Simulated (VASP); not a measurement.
Wanted: the native input for a VASP 6.6.1 run.

* Task: single point
* Functional: PBEsol
* Potentials or basis: VASP PAW PBE potentials, release 64 (Ba_sv, Te)
* Cutoff: 520 eV
* k mesh: 8 × 8 × 4
* Occupations: gaussian, width 0.05 eV
* Spin: no spin polarisation
* Dipole correction: no
* Further INCAR settings: ALGO = Normal; EDIFF = 1e-06; NBANDS = 24

The structure of BaTe lies in POSCAR:

```
BaTe
1.0
    4.8089211837      0.0000000000      0.0000000000
   -2.4044605919      4.1646479098      0.0000000000
    0.0000000000      0.0000000000      8.4591041432
Ba Te
2 2
Direct
    0.0000000000      0.0000000000      0.0000000000
    0.0000000000      0.0000000000      0.5000000000
    0.3333333333      0.6666666667      0.2500000000
    0.6666666667      0.3333333333      0.7500000000
```

One way to write it, as run:

INCAR

```
PREC     = Accurate       # precision mode
ENCUT    = 520            # plane-wave cutoff, eV
EDIFF    = 1E-6           # SCF threshold, eV
ISMEAR   = 0              # smearing method
SIGMA    = 0.05           # smearing width, eV
LREAL    = F              # projectors in reciprocal space
LASPH    = T              # aspherical terms in the spheres
NELM     = 100            # most SCF steps
ALGO     = Normal         # electronic algorithm
ISIF     = 2              # what is computed and relaxed
LWAVE    = F              # write WAVECAR
LCHARG   = T              # write CHGCAR
GGA      = PS             # functional
LELF     = T              # ELF
LVHAR    = T            
NBANDS   = 24             # bands
```

KPOINTS

```
regular mesh
0
Gamma
  8 8 4
```

Potentials or basis: VASP PAW PBE potentials, release 64 (Ba_sv, Te).

Run with:

```sh
$ cat potpaw_PBE.64/Ba_sv/POTCAR potpaw_PBE.64/Te/POTCAR > POTCAR
$ mpirun -np 1 vasp_std > vasp.out
```

Results of the run:

The pressure is 0.4 GPa. The band gap on the k mesh is 1.49 eV, indirect (least direct gap 1.54 eV).

Caveat: the PAW data sets were made with another functional, which shifts forces and pressure a little; spin-orbit coupling is left out, which moves the levels of the heavy elements.

It took 110 s on 1 thread of AMD EPYC 7R43 64-Core Processor (Zen 3), on a shared host, peak memory 0.29 GiB.
